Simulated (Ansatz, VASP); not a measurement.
# Two plane-wave programs on SnGe2

```
CELL_PARAMETERS angstrom
3.23799 0.00000 0.00000
-1.61899 2.80418 0.00000
0.00000 0.00000 7.53912
ATOMIC_POSITIONS crystal
Sn 0.00000 0.00000 0.00000
Ge 0.33333 0.66667 0.63875
Ge 0.66667 0.33333 0.36125
```

Alike in both runs: functional PBE; k mesh 18 × 18 × 6; occupations gaussian, width 0.1 eV; no spin polarisation.

Ansatz relaxed the structure, and its values are those at the end. VASP's run is a single point on that final structure, the one shown.

|  | VASP | Ansatz |
| --- | --- | --- |
| version | VASP 6.6.1 | Ansatz 0.2.0 |
| potentials or method | VASP PAW PBE potentials, release 64 (Sn_d, Ge_d), cutoff 520 eV | scalar-relativistic, plane waves, PAW |
| valence electrons in the cell | 42 | 42 |

Ansatz gave:

- gap on the k mesh at the Fermi level (eV): none
- pressure (GPa): 0.0
- rms of the force components (eV/Å): 0.001

Q: Estimate VASP's values.

A: gap on the k mesh at the Fermi level (eV): none; pressure (GPa): 0.0; rms of the force components (eV/Å): 0.004.

A gap of «none» marks a metal or a gap that the smearing closes.
